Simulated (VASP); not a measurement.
A run of VASP 6.6.1 is set up as follows.

INCAR

```
PREC     = Accurate       # precision mode
ENCUT    = 600            # plane-wave cutoff, eV
EDIFF    = 1E-7           # SCF threshold, eV
ISMEAR   = 0              # smearing method
SIGMA    = 0.02           # smearing width, eV
LREAL    = F              # projectors in reciprocal space
LASPH    = T              # aspherical terms in the spheres
NELM     = 80             # most SCF steps
ALGO     = Normal         # electronic algorithm
ISIF     = 3              # what is computed and relaxed
LWAVE    = F              # write WAVECAR
LCHARG   = F              # write CHGCAR
IBRION   = 2              # ionic algorithm
NSW      = 100            # ionic steps
EDIFFG   = -0.005         # ionic threshold
```

The input KPOINTS:

```
regular mesh
0
Gamma
  12 12 4
```

Contents of POSCAR:

```
Al2O3
1.0
    2.8843249483      0.0000000000      0.0000000000
   -1.4421624742      2.4978986780      0.0000000000
    0.0000000000      0.0000000000      9.3367544600
Al O
2 3
Direct
    0.0000000000      0.0000000000      0.1499923300
    0.0000000000      0.0000000000      0.8500076700
    0.3333333300      0.6666666700      0.2223169200
    0.6666666700      0.3333333300      0.0000000000
    0.3333333300      0.6666666700      0.7776830800
```

Potentials or basis: VASP PAW LDA potentials, release 64 (Al, O).

Launch:

```console
$ cat potpaw_LDA.64/Al/POTCAR potpaw_LDA.64/O/POTCAR > POTCAR
$ mpirun -np 1 vasp_std > vasp.out
```

Problem. Predict the relaxed volume.

Solution. 10.24 Å³/atom.

Problem. What does it give for the band gap on the k mesh?

Solution. 4.76 eV (least direct gap 4.93 eV).

Problem. What does it give for the space group after relaxing (to 0.1 Å)?

Solution. P-6m2 (No. 187).

Problem. Estimate the relaxed cell.

Solution. a = 2.842 Å, b = 2.842 Å, c = 7.315 Å, α = 90.00°, β = 90.00°, γ = 120.00°.

The path:
```csv
step,energy change (eV),largest force (eV/Å),pressure (GPa),volume (Å³)
1,0.0000,0.5013,-6.61,67.27
3,-0.0602,0.3687,-0.43,64.80
5,-0.0652,0.0213,-0.11,64.45
7,-0.0653,0.0252,0.06,64.36
9,-0.0653,0.0378,0.10,64.31
11,-0.0657,0.0440,-0.10,64.20
13,-0.0657,0.0476,-0.20,64.15
15,-0.0659,0.0529,-0.20,64.08
17,-0.0668,0.0732,-0.18,63.77
19,-0.0693,0.1651,-0.08,62.51
21,-0.0712,0.3453,0.15,60.80
23,-0.0722,0.3439,0.10,60.51
25,-0.0764,0.3363,-0.08,59.36
27,-0.0934,0.2717,-0.18,54.73
29,-0.0857,0.4393,1.36,53.36
31,-0.0726,0.4814,2.41,49.74
33,-0.0800,0.4205,1.87,49.81
35,-0.0799,0.4153,1.85,49.77
37,-0.0890,0.3342,1.30,50.05
39,-0.1074,0.0608,-1.06,51.34
41,-0.1085,0.0102,-0.59,51.30
43,-0.1088,0.0468,-0.13,51.23
45,-0.1089,0.0017,0.00,51.18
```

Caveat: the volume moved by over 15 % at a fixed basis, so the end points are rough. A k mesh can miss the band edges.
